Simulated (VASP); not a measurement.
Wanted: the native input for a VASP 6.6.1 run.

| Property | Result |
| --- | --- |
| Task | single point |
| Functional | PBE |
| Potentials or basis | VASP PAW PBE potentials, release 64 (Ca_sv) |
| Cutoff | 520 eV |
| k mesh | 14 × 14 × 14 |
| Occupations | gaussian, width 0.1 eV |
| Spin | no spin polarisation |
| Dipole correction | no |
| Further INCAR settings | ALGO = Fast; EDIFF = 1e-06; NBANDS = 11 |

The structure of Ca lies in POSCAR:

```
Ca
1.0
    0.0000000000      2.7866556600      2.7866556600
    2.7866556600      0.0000000000      2.7866556600
    2.7866556600      2.7866556600      0.0000000000
Ca
1
Direct
    0.0000000000      0.0000000000      0.0000000000
```

This cell differs from its parent crystal: strained.

These files were run (other wordings do the same):

INCAR

```
SYSTEM = Ca
ALGO = Fast ; EDIFF = 1E-6
ENCUT = 520 ; GGA = PE
ISIF = 2 ; ISMEAR = 0
LASPH = .TRUE. ; LCHARG = .FALSE.
LREAL = .FALSE. ; LWAVE = .FALSE.
NBANDS = 11 ; NELM = 80
PREC = Accurate ; SIGMA = 0.1
```

KPOINTS

```
k-points
0
G
  14 14 14
  0 0 0
```

Potentials or basis: VASP PAW PBE potentials, release 64 (Ca_sv).

The run is started by

```console
$ cat potpaw_PBE.64/Ca_sv/POTCAR > POTCAR
$ mpirun -np 1 vasp_std > vasp.out
```

It gave:

```
Pressure               : -0.4 GPa
Band gap on the k mesh : zero (band 5 reaches 2.03 eV, above the bottom of band 6 at 1.68 eV)
```

Caveat: the cell differs from its parent crystal (strained).

Wall time 74 s on 1 thread of AMD EPYC 7R13, with other jobs on the host, peak memory 0.16 GiB.
